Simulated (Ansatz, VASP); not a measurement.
Two plane-wave programs on MgO

INCAR

```
  ALGO = Normal
  EDIFF = 1E-6
  ENCUT = 600
  GGA = PE
  GGA_COMPAT = F
  ISIF = 2
  ISMEAR = 0
  LASPH = T
  LCHARG = F
  LREAL = F
  LWAVE = F
  NBANDS = 11
  NELM = 120
  PREC = Accurate
  SIGMA = 0.01
```

Contents of KPOINTS:

```
k-points
0
Gamma
  10 10 10
```

Contents of POSCAR:

```
MgO
1.0
    0.0000000000      1.9541088990      1.9541088990
    1.9541088990      0.0000000000      1.9541088990
    1.9541088990      1.9541088990      0.0000000000
Mg O
1 1
Direct
    0.0000000000      0.0000000000      0.0000000000
    0.5000000000      0.5000000000      0.5000000000
```

Input for Ansatz:

```yaml
crystal:
  lattice:
    - [0.0, 1.954108899, 1.954108899]
    - [1.954108899, 0.0, 1.954108899]
    - [1.954108899, 1.954108899, 0.0]
  atoms:
    - { symbol: Mg, position: [0.0, 0.0, 0.0] }
    - { symbol: O, position: [0.5, 0.5, 0.5] }
scf:
  occupations: { method: fixed }
output:
  forces: true
  stress: true
  eigenvalues: true
  write_density: true
  write_potential: true
  elf: true
  volumetric_format: npy
hamiltonian:
  xc: pbe
basis:
  ecutwfc: 700
kpoints:
  mp_grid: { grid: [10, 10, 10] }
```

Alike in both runs: task single point; functional PBE; k mesh 10 × 10 × 10; no spin polarisation.

|  | VASP | Ansatz |
| --- | --- | --- |
| version | VASP 6.6.1 | Ansatz 0.2.0 |
| potentials or method | VASP PAW PBE potentials, release 64 (Mg, O), cutoff 600 eV | scalar-relativistic, plane waves, PAW |
| occupations | gaussian, width 0.01 eV | fixed |
| valence electrons in the cell | 8 | 16 |

|  | VASP | Ansatz | Ansatz less VASP |
| --- | --- | --- | --- |
| gap on the k mesh at the Fermi level (eV) | 7.24 | 7.24 | 0.000 |
| least direct gap on the mesh (eV) | 7.24 | 7.24 | 0.000 |

VASP's potentials hold 8 valence electrons a cell and Ansatz's 16, so a difference there can come from the potentials and not from the codes.
